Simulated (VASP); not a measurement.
# BaTe: single point with r2SCAN

BaTe:

```
Ba Te
1.0
     0.00000    3.53179    3.53179
     3.53179    0.00000    3.53179
     3.53179    3.53179    0.00000
Ba Te
1 1
Direct
  0.00000 0.00000 0.00000
  0.50000 0.50000 0.50000
```

- Program: VASP 6.6.1
- Task: single point
- Functional: r2SCAN
- Potentials or basis: VASP PAW PBE potentials, release 64 (Ba_sv, Te)
- Cutoff: 520 eV
- k mesh: 8 × 8 × 8
- Occupations: gaussian, width 0.02 eV
- Spin: no spin polarisation
- Dipole correction: no
- Further INCAR settings: ALGO = Normal; EDIFF = 1e-06; NBANDS = 15

```yaml
Pressure: 0.3 GPa
Band_gap_on_the_k_mesh: 1.93 eV, indirect (least direct gap 2.32 eV)
```

Levels at points of the mesh, in eV from the valence-band top:
```csv
k point,band 4,band 5,band 6,band 7,band 8,band 9,band 10,band 11,band 12,band 13
"(0.00, 0.00, 0.00)",-12.60,-9.75,0.00,0.00,0.00,3.36,3.36,3.36,3.47,4.02
"(0.50, 0.00, 0.00)",-12.61,-9.05,-2.15,-1.07,-1.07,4.60,5.19,5.35,5.35,7.41
"(0.50, 0.50, 0.00)",-12.68,-9.55,-1.14,-0.39,-0.39,1.93,4.90,5.23,6.10,6.17
```

It took 2.7 min on 1 thread of AMD EPYC 7R13 Processor (Zen 3), with other jobs on the host, peak memory 0.24 GiB.

Caveat: the PAW data sets were made with another functional, which shifts forces and pressure a little; spin-orbit coupling is left out, which moves the levels of the heavy elements. r2SCAN opens gaps a little over a GGA but as a rule still falls short of measured ones.
